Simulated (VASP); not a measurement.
# NaCl (Fm-3m) in VASP: further runs

Runs on NaCl. Level: PBEsol. Tasks: single point.

All numbers are computed with VASP 6.6.1; they aren't measurements. Logs are shortened: lines on timing, memory, paths and dates and some standing lists are left out, and cuts for length are marked.

### Step 1. The cell of the first run

Symmetry: Fm-3m, No. 225, cubic system. Conventional cell: a = 5.083 Å, b = 5.083 Å, c = 5.083 Å, α = 90.00°, β = 90.00°, γ = 90.00°. Na (site symmetry m-3m) has 6 Cl at 2.54 Å within 3.4 Å. Cl (site symmetry m-3m) has 6 Na at 2.54 Å within 3.4 Å.

### Step 2. Single point, PBEsol

File INCAR:

```
  ALGO = Normal
  EDIFF = 1E-6
  ENCUT = 520
  GGA = PS
  ISIF = 2
  ISMEAR = 0
  LASPH = T
  LCHARG = F
  LREAL = F
  LWAVE = F
  NBANDS = 14
  NELM = 80
  PREC = Accurate
  SIGMA = 0.01
```

File KPOINTS:

```
k-points
0
Gamma
  8 8 8
```

File POSCAR:

```
NaCl
1.0
    2.5415548366      2.5415548366      0.0000000000
   -2.5415548366      2.5415548366      0.0000000000
    0.0000000000      2.5415548366      2.5415548366
Na Cl
1 1
Direct
    0.0000000000      0.0000000000      0.0000000000
    0.5000000000      0.5000000000      0.0000000000
```

Potentials or basis: VASP PAW PBE potentials, release 64 (Na_pv, Cl).

Run with:

```sh
$ cat potpaw_PBE.64/Na_pv/POTCAR potpaw_PBE.64/Cl/POTCAR > POTCAR
$ mpirun -np 1 vasp_std > vasp.out
```

OUTCAR:

```text
EDIFF = 1E-6
   ENCUT = 520
   GGA = PS
   ISIF = 2
   ISMEAR = 0
   LASPH = T
   LREAL = F
   NELM = 80
   PREC = Accurate

 ion  position               nearest neighbor table
   1  0.000  0.000  0.000-   2 2.54   2 2.54   2 2.54   2 2.54   2 2.54   2 2.54
   2  0.500  0.500  0.000-   1 2.54   1 2.54   1 2.54   1 2.54   1 2.54   1 2.54

  LATTYP: Found a face centered cubic cell.
 ALAT       =     5.0831096732

  Lattice vectors:

 A1 = (   0.0000000000,   2.5415548366,   2.5415548366)
 A2 = (   2.5415548366,   0.0000000000,   2.5415548366)
 A3 = (   2.5415548366,   2.5415548366,   0.0000000000)

Analysis of symmetry for initial positions (statically):
=====================================================================
 Subroutine PRICEL returns:
 Original cell was already a primitive cell.

 Routine SETGRP: Setting up the symmetry group for a
 face centered cubic supercell.

 Subroutine GETGRP returns: Found 48 space group operations
 (whereof 48 operations were pure point group operations)
 out of a pool of 48 trial point group operations.

The static configuration has the point symmetry O_h .

Analysis of symmetry for dynamics (positions and initial velocities):
=====================================================================
 Subroutine PRICEL returns:
 Original cell was already a primitive cell.

 Routine SETGRP: Setting up the symmetry group for a
 face centered cubic supercell.

 Subroutine GETGRP returns: Found 48 space group operations
 (whereof 48 operations were pure point group operations)
 out of a pool of 48 trial point group operations.

The dynamic configuration has the point symmetry O_h .

 Subroutine INISYM returns: Found 48 space group operations
 (whereof 48 operations are pure point group operations),
 and found     1 'primitive' translations

----------------------------------------------------------------------------------------

                                     Primitive cell

  volume of cell :      32.8344

  direct lattice vectors                    reciprocal lattice vectors
     2.541554837  2.541554837  0.000000000     0.196729967  0.196729967 -0.196729967
    -2.541554837  2.541554837  0.000000000    -0.196729967  0.196729967 -0.196729967
     0.000000000  2.541554837  2.541554837     0.000000000  0.000000000  0.393459935

  length of vectors
     3.594301319  3.594301319  3.594301319     0.340746299  0.340746299  0.393459935

  position of ions in fractional coordinates (direct lattice)
     0.000000000  0.000000000  0.000000000
[... 83 lines left out ...]
   NFREE  =      0    steps in history (QN), initial steepest desc. (CG)
   ISIF   =      2    stress and relaxation
   ISYM   =      2    0-nonsym 1-usesym 2-fastsym
   POTIM  = 0.5000    time-step for ionic-motion
   TEBEG  =    0.0;   TEEND  =   0.0 temperature during run
   PSTRESS=    0.0 pullay stress
   NELECT =      14.0000    total number of electrons
   NUPDOWN=      -1.0000    fix difference up-down
   EMIN   =  10.00;   EMAX   =-10.00  energy-range for DOS
   EFERMI =   0.00;   METHOD = LEGACY
   ISMEAR =     0;   SIGMA  =   0.01  broadening in eV -4-tet -1-fermi 0-gaus
   EFERMI_NEDOS =   21; number of points for ismear=-14 and -15
   IALGO  =     38    algorithm
   IMIX   =      4    mixing-type and parameters
     AMIX     =   0.40;   BMIX     =  1.00
     AMIX_MAG =   1.60;   BMIX_MAG =  1.00
  volume/ion in A,a.u.               =      16.42       110.79
  Fermi-wavevector in a.u.,A,eV,Ry     =   1.232182  2.328485 20.657335  1.518271
  Thomas-Fermi vector in A             =   2.366962
   LORBIT       =      0    0 simple, 1 ext, 2 COOP (PROOUT), +10 PAW based schemes
   GGA     = PS    functional components
   LHFCALC =     F    Hartree Fock is set to
   AEXX    =    0.0000 exact exchange contribution
   IVDW    =     0    specifies the selected vdW correction
   LEPSILON=     F    determine dielectric tensor
   LRPA    =     F    only Hartree local field effects (RPA)
 non-spin polarized calculation
 Gauss-broadening in eV      SIGMA  =   0.01
  energy-cutoff  :      520.00
  volume of cell :       32.83
 maximum number of plane-waves:       905
   NGX = 13   NGY = 13   NGZ = 13

 number of electron      13.9999994 magnetization

 Free energy of the ion-electron system (eV)
  ---------------------------------------------------
  ext. energy  EPLUGINS =         0.00000000
  ---------------------------------------------------
  free energy    TOTEN  =        -6.59441913 eV

  energy without entropy =       -6.59441913  energy(sigma->0) =       -6.59441913

 E-fermi :   1.5641     XC(G=0):  -9.7843

 val. band max:        1.4653199557   @ k =   0.0000   0.0000   0.0000
 cond. band min:       7.8568829136   @ k =   0.0000   0.0000   0.0000
 fundamental gap:      6.3915629579
 Fermi energy:         1.5640588118

 k-point     1 :       0.0000    0.0000    0.0000
  band No.  band energies     occupation
      1     -18.8438      2.00000
      2     -18.8438      2.00000
      3     -18.8438      2.00000
      4     -12.1550      2.00000
      5       1.4653      2.00000
      6       1.4653      2.00000
      7       1.4653      2.00000
      8       7.8569      0.00000
      9      12.5832      0.00000
     10      12.5832      0.00000
     11      12.5832      0.00000
     12      15.2819      0.00000
     13      15.2819      0.00000
     14      17.1522      0.00000
[... 377 lines left out ...]
      1     -18.9452      2.00000
      2     -18.8743      2.00000
      3     -18.8593      2.00000
      4     -11.2520      2.00000
      5      -1.2694      2.00000
      6       0.1298      2.00000
      7       0.7169      2.00000
      8      10.3116      0.00000
      9      11.7566      0.00000
     10      13.2062      0.00000
     11      14.1589      0.00000
     12      17.2667      0.00000
     13      19.2107      0.00000
     14      20.0882      0.00000

 [... further k-points ...]
[... 5 lines left out ...]
  --------------------------------------------------------------------------------------
  -------------------------------------------------------------------------------------
  Total        3.1215290      3.1215290      3.1215290     -0.0000000      0.0000000      0.0000000
  in kB      152.3173949    152.3173949    152.3173949     -0.0000000      0.0000000      0.0000000
  external PRESSURE =     152.3173949 kB  Pullay stress =       0.0000000 kB

 VOLUME and BASIS-vectors are now :
 -----------------------------------------------------------------------------
  energy-cutoff  :      520.00
  volume of cell :       32.83
      direct lattice vectors                 reciprocal lattice vectors
     2.541554837  2.541554837  0.000000000     0.196729967  0.196729967 -0.196729967
    -2.541554837  2.541554837  0.000000000    -0.196729967  0.196729967 -0.196729967
     0.000000000  2.541554837  2.541554837     0.000000000  0.000000000  0.393459935

 POSITION                                       TOTAL-FORCE (eV/Angst)
 -----------------------------------------------------------------------------------
      0.00000      0.00000      0.00000        -0.000000      0.000000      0.000000
      0.00000      2.54155      0.00000         0.000000     -0.000000      0.000000
 -----------------------------------------------------------------------------------
    total drift:                               -0.000000      0.000000     -0.000000

  FREE ENERGIE OF THE ION-ELECTRON SYSTEM (eV)
  ---------------------------------------------------
  free  energy   TOTEN  =        -6.5944191266 eV

  energy  without entropy=       -6.5944191266  energy(sigma->0) =       -6.59441913
```

stdout:

```text
POSCAR found type information on POSCAR NaCl
 POSCAR found :  2 types and       2 ions
 scaLAPACK will be used
 -----------------------------------------------------------------------------
|                                                                             |
|                                                                             |
|     You enforced a specific xc type in the INCAR file but a different       |
|     I HOPE YOU KNOW WHAT YOU ARE DOING!                                     |
|                                                                             |
 -----------------------------------------------------------------------------

 LDA part: xc-table for (Slater+PW92), standard interpolation
 POSCAR, INCAR and KPOINTS ok, starting setup
 FFT: planning ... GRIDC
 FFT: planning ... GRID_SOFT
 FFT: planning ... GRID
 WAVECAR not read
 entering main loop
```

It took 27 s on 1 thread of Intel Xeon 8259CL, shared host; peak memory 0.15 GiB.

What came out:

* Free energy: -6.5944 eV
* Pressure: 15.2 GPa
* Band gap on the k mesh: 6.39 eV

Caveat: the cell stands under pressure; the PAW data sets were made with another functional, which shifts forces and pressure a little.

### Step 3. Single point, PBEsol

This run uses another cell than the first one, of 18.40 Å³/atom.

File INCAR:

```
SYSTEM = NaCl
PREC = Accurate ; ENCUT = 520
EDIFF = 1E-6 ; ISMEAR = 0
SIGMA = 0.01 ; LREAL = .FALSE.
LASPH = .TRUE. ; NELM = 100
ALGO = Normal ; ISIF = 2
LWAVE = .FALSE. ; LCHARG = .FALSE.
GGA = PS ; NBANDS = 14
```

File KPOINTS:

```
regular mesh
0
G
  8 8 8
  0 0 0
```

File POSCAR:

```
NaCl
1.0
    2.6398180015      2.6398180015      0.0000000000
   -2.6398180015      2.6398180015      0.0000000000
    0.0000000000      2.6398180015      2.6398180015
Na Cl
1 1
Direct
    0.0000000000      0.0000000000      0.0000000000
    0.5000000000      0.5000000000      0.0000000000
```

Potentials or basis: VASP PAW PBE potentials, release 64 (Na_pv, Cl).

Run with:

```sh
$ cat potpaw_PBE.64/Na_pv/POTCAR potpaw_PBE.64/Cl/POTCAR > POTCAR
$ mpirun -np 1 vasp_std > vasp.out
```

Wall time 28 s (1 thread of Intel Xeon 8259CL, shared host); peak memory 0.15 GiB.

It converged, with:

```
Free energy            : -6.8618 eV
Pressure               : 7.1 GPa
Band gap on the k mesh : 5.78 eV
```

Levels at points of the mesh, in eV from the valence-band top:
```tsv
k point	band 5	band 6	band 7	band 8	band 9	band 10
(0.00, 0.00, 0.00)	0.00	0.00	0.00	5.78	11.12	11.12
(0.50, 0.00, 0.00)	-2.67	-0.41	-0.41	7.38	11.29	11.29
(0.50, 0.50, 0.00)	-2.31	-0.83	-0.83	7.61	7.97	12.62
```

Caveat: the cell stands under pressure; the PAW data sets were made with another functional, which shifts forces and pressure a little.

[end of part 1 of 2]
